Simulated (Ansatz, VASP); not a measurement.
**Zr in VASP and in Ansatz**

The input INCAR:

```
SYSTEM = Zr
ALGO     = Fast           ! electronic algorithm
EDIFF    = 1E-7           ! SCF threshold, eV
ENCUT    = 520            ! plane-wave cutoff, eV
GGA      = CA             ! functional
ISIF     = 2              ! what is computed and relaxed
ISMEAR   = 0              ! smearing method
LASPH    = .TRUE.         ! aspherical terms in the spheres
LCHARG   = .FALSE.        ! write CHGCAR
LREAL    = .FALSE.        ! projectors in reciprocal space
LWAVE    = .FALSE.        ! write WAVECAR
NBANDS   = 12             ! bands
NELM     = 100            ! most SCF steps
PREC     = Accurate       ! precision mode
SIGMA    = 0.15           ! smearing width, eV
```

The input KPOINTS:

```
k-points
0
G
  18 18 18
  0 0 0
```

Contents of POSCAR:

```
Zr
1.0
    0.0000000000      2.1873500000      2.2550000000
    2.1873500000      0.0000000000      2.2550000000
    2.1873500000      2.1873500000      0.0000000000
Zr
1
Direct
    0.0000000000      0.0000000000      0.0000000000
```

Input for Ansatz:

```yaml
crystal:
  lattice:
    - [0.0, 2.18735, 2.255]
    - [2.18735, 0.0, 2.255]
    - [2.18735, 2.18735, 0.0]
  atoms:
    - { symbol: Zr, position: [0.0, 0.0, 0.0] }
basis:
  ecutwfc: 420
kpoints:
  mp_grid: { grid: [18, 18, 18] }
hamiltonian:
  xc: lda
scf:
  occupations: { method: gaussian, width: 0.15 }
output:
  forces: true
  stress: true
  eigenvalues: true
```

Change from the starting cell: strain -0.030 along x and y, +0.000 along z, atoms carried along.

Alike in both runs: task single point; functional LDA; k mesh 18 × 18 × 18; occupations gaussian, width 0.15 eV; no spin polarisation.

|  | VASP | Ansatz |
| --- | --- | --- |
| version | VASP 6.6.1 | Ansatz 0.2.0 |
| potentials or method | VASP PAW LDA potentials, release 64 (Zr_sv), cutoff 520 eV | scalar-relativistic, plane waves, PAW |
| valence electrons in the cell | 12 | 12 |

Ansatz gave:

```
gap on the k mesh at the Fermi level (eV)                     : none
pressure (GPa)                                                : -0.1
traceless stress, the component that is largest in VASP (GPa) : -0.60
```

Problem. Estimate VASP's values.

Solution. gap on the k mesh at the Fermi level (eV): none; pressure (GPa): 0.0; traceless stress, the component that is largest in VASP (GPa): -0.60.

LDA's correlation is that of Perdew and Zunger in VASP and of Perdew and Wang (1992) in Ansatz. A gap of «none» marks a metal or a gap that the smearing closes.
